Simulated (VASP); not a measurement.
Set up this calculation in VASP 6.6.1, as the native input.

| Item | Value |
| --- | --- |
| Task | single point |
| Functional | LDA |
| Potentials or basis | VASP PAW LDA potentials, release 64 (C, O, H) |
| Cutoff | 520 eV |
| k mesh | 1 × 1 × 1 |
| Occupations | fermi-dirac, width 0.05 eV |
| Spin | no spin polarisation |
| Dipole correction | no |
| Further INCAR settings | LREAL = Auto; ALGO = Normal; EDIFF = 1e-07; NBANDS = 64 |

The structure of H6C2O lies in POSCAR:

```
H6C2O
1.0
    7.2936330000      0.0000000000      0.0000000000
    0.0000000000      7.2936330000      0.0000000000
    0.0000000000      0.0000000000      7.2936330000
C O H
8 4 24
Direct
    0.8410623348      0.5811095787      0.3485368677
    0.7434292348      0.5980832872      0.1713686444
    0.3623982726      0.6381867582      0.8074165508
    0.1914957882      0.5422674818      0.7297049358
    0.7423598089      0.0730774362      0.2642853020
    0.5529891619      0.1211878909      0.2230027203
    0.8397872501      0.1237929027      0.7492562349
    0.6488398854      0.2216727932      0.7465963807
    0.5440361477      0.5924071036      0.1984607671
    0.2465575112      0.4156501979      0.5964380166
    0.4716031092     -0.0263654615      0.1055989519
    0.5066473731      0.1253421991      0.6590542738
    0.5126800320      0.7043540578      0.1389705240
    0.7785283411      0.7439091054      0.1210782062
    0.7806260611      0.4784584034      0.0857323093
    0.9974178849      0.6033344425      0.3387337970
    0.7818874352      0.6872706647      0.4427560312
    0.8160405109      0.4440448265      0.4038865131
    0.2986029048      0.4806246763      0.4935811824
    0.1100000507      0.4768405539      0.8423648407
    0.0831821398      0.6468244289      0.6722849916
    0.3273540086      0.7384797124      0.9159907004
    0.4585506290      0.5384833594      0.8649461798
    0.4370387158      0.7272781617      0.6997061684
    0.5072780602      0.0031397247     -0.0170285508
    0.4698481539      0.1253147780      0.3521701736
    0.5419110065      0.2632707184      0.1498704418
    0.8121467038      0.1990229012      0.3417912582
    0.7485844160     -0.0609161443      0.3433131335
    0.8270775346      0.0404325252      0.1403278723
    0.4058334166      0.2094840802      0.6523497960
    0.6105325014      0.2540023607      0.8885421024
    0.6667459139      0.3564615878      0.6780845705
    0.9278640699      0.1746728962      0.8614362691
    0.8232111487     -0.0310544827      0.7658871786
    0.9118089709      0.1355702981      0.6153997603
```

These files were run (other wordings do the same):

INCAR

```
SYSTEM = H6C2O
  ALGO = Normal
  EDIFF = 1E-7
  ENCUT = 520
  ISIF = 2
  ISMEAR = -1
  LASPH = .TRUE.
  LCHARG = .FALSE.
  LREAL = Auto
  LWAVE = .FALSE.
  NBANDS = 64
  NELM = 100
  PREC = Accurate
  SIGMA = 0.05
```

KPOINTS

```
k-points
0
G
  1 1 1
  0 0 0
```

Potentials or basis: VASP PAW LDA potentials, release 64 (C, O, H).

The run is started by

```console
$ cat potpaw_LDA.64/C/POTCAR potpaw_LDA.64/O/POTCAR potpaw_LDA.64/H/POTCAR > POTCAR
$ mpirun -np 1 vasp_gam > vasp.out
```

Results of the run:

The pressure is -2.5 GPa and the largest force is 2.451 eV/Å. The band gap on the k mesh is 4.82 eV.

Caveat: the k points lie up to 0.86 Å⁻¹ apart; the atoms stand as in a frame of molecular dynamics.

Wall time 39 s on 1 thread of Intel(R) Xeon(R) Platinum 8259CL CPU @ 2.50GHz (Skylake/Cascade Lake) (shared host), peak memory 0.27 GiB.
